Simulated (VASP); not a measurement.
The system is CaSe.

```xyz
2
Lattice="0.0000 2.9949 2.9949 2.9949 0.0000 2.9949 2.9949 2.9949 0.0000" Properties=species:S:1:pos:R:3 pbc="T T T"
Se    2.9949    2.9949    2.9949
Ca    0.0000    0.0000    0.0000
```

Base run:

* Program: VASP 6.6.1
* Functional: r2SCAN
* Potentials or basis: VASP PAW PBE potentials, release 64 (Se, Ca_sv)
* Cutoff: 520 eV
* k mesh: 8 × 8 × 8
* Occupations: fermi-dirac, width 0.05 eV
* Spin: no spin polarisation

Its results: band gap on the k mesh 2.58 eV, indirect (least direct gap 3.49 eV); pressure -1.1 GPa.

Task: The run is repeated on the same cell with these changes: functional from r2SCAN to PBEsol. What comes out?

Result: Band gap on the k mesh 2.02 eV, indirect (least direct gap 2.93 eV); pressure -2.6 GPa.

r2SCAN gives the wider gap, since meta-GGAs in the generalised Kohn-Sham scheme recover part of the derivative discontinuity.

Caveats: the PAW data sets were made with another functional, which shifts forces and pressure a little.

A k mesh can miss the band edges.
